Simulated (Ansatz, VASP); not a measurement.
**Sb in VASP and in Ansatz**

INCAR

```
ALGO = Normal
EDIFF = 1E-7
ENCUT = 520
GGA = PS
ISIF = 2
ISMEAR = 0
LASPH = True
LCHARG = True
LELF = True
LREAL = False
LVHAR = True
LWAVE = False
NBANDS = 8
NELM = 60
PREC = Accurate
SIGMA = 0.1
```

Contents of KPOINTS:

```
k-points
0
Gamma
  18 18 18
```

File POSCAR:

```
Sb
1.0
   -1.6630134121      1.6630134121      2.8200091778
    1.6630134121     -1.6630134121      2.8200091778
    1.6630134121      1.6630134121     -2.8200091778
Sb
1
Direct
    0.0000000000      0.0000000000      0.0000000000
```

Input for Ansatz:

```yaml
crystal:
  lattice:
    - [-1.6630134121, 1.6630134121, 2.8200091778]
    - [1.6630134121, -1.6630134121, 2.8200091778]
    - [1.6630134121, 1.6630134121, -2.8200091778]
  atoms:
    - { symbol: Sb, position: [0.0, 0.0, 0.0] }
basis:
  ecutwfc: 420
kpoints:
  mp_grid: { grid: [18, 18, 18] }
hamiltonian:
  xc: pbesol
scf:
  occupations: { method: gaussian, width: 0.1 }
output:
  forces: true
  stress: true
  eigenvalues: true
```

Alike in both runs: task single point; functional PBEsol; k mesh 18 × 18 × 18; occupations gaussian, width 0.1 eV; no spin polarisation.

```csv
,VASP,Ansatz
version,VASP 6.6.1,Ansatz 0.2.0
potentials or method,"VASP PAW PBE potentials, release 64 (Sb), cutoff 520 eV","scalar-relativistic, plane waves, PAW"
valence electrons in the cell,5,15
```

VASP gave:

| Quantity | Value |
| --- | --- |
| gap on the k mesh at the Fermi level (eV) | none |
| pressure (GPa) | -7.6 |
| traceless stress, the component that is largest in VASP (GPa) | 1.20 |

Task: Which values does Ansatz return?

Result: gap on the k mesh at the Fermi level (eV): none; pressure (GPa): -7.5; traceless stress, the component that is largest in VASP (GPa): 1.21.

VASP's potentials were made for PBE, not for PBEsol. A gap of «none» marks a metal or a gap that the smearing closes. The functional is the same, so the differences come from potentials, cutoffs and numerics. VASP's potentials hold 5 valence electrons a cell and Ansatz's 15, so a difference there can come from the potentials and not from the codes.

Spin-orbit coupling is off throughout.
